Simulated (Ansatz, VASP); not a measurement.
## TiAl: VASP beside Ansatz

```
CELL_PARAMETERS angstrom
2.86726 0.00000 0.00000
-1.43363 2.48312 0.00000
0.00000 0.00000 4.67808
ATOMIC_POSITIONS crystal
Ti 0.00000 0.00000 0.93587
Al 0.33333 0.66667 0.50000
```

Alike in both runs: task single point; functional PBEsol; k mesh 18 × 18 × 10; occupations gaussian, width 0.15 eV; no spin polarisation.

|  | VASP | Ansatz |
| --- | --- | --- |
| version | VASP 6.6.1 | Ansatz 0.2.0 |
| potentials or method | VASP PAW PBE potentials, release 64 (Ti_sv, Al), cutoff 520 eV | scalar-relativistic, plane waves, PAW |
| valence electrons in the cell | 15 | 15 |

Ansatz gave:

```
gap on the k mesh at the Fermi level (eV)                     : none
pressure (GPa)                                                : 1.4
traceless stress, the component that is largest in VASP (GPa) : 2.02
rms of the force components (eV/Å)                            : 1.244
```

Task: Estimate VASP's values.

Result: gap on the k mesh at the Fermi level (eV): none; pressure (GPa): 1.3; traceless stress, the component that is largest in VASP (GPa): 2.10; rms of the force components (eV/Å): 1.246.

VASP's potentials were made for PBE, not for PBEsol. Atom by atom the forces differ by 0.003 eV/Å (rms over components). A gap of «none» marks a metal or a gap that the smearing closes. With one functional, cell and mesh, what is left measures potentials, basis and numerics.
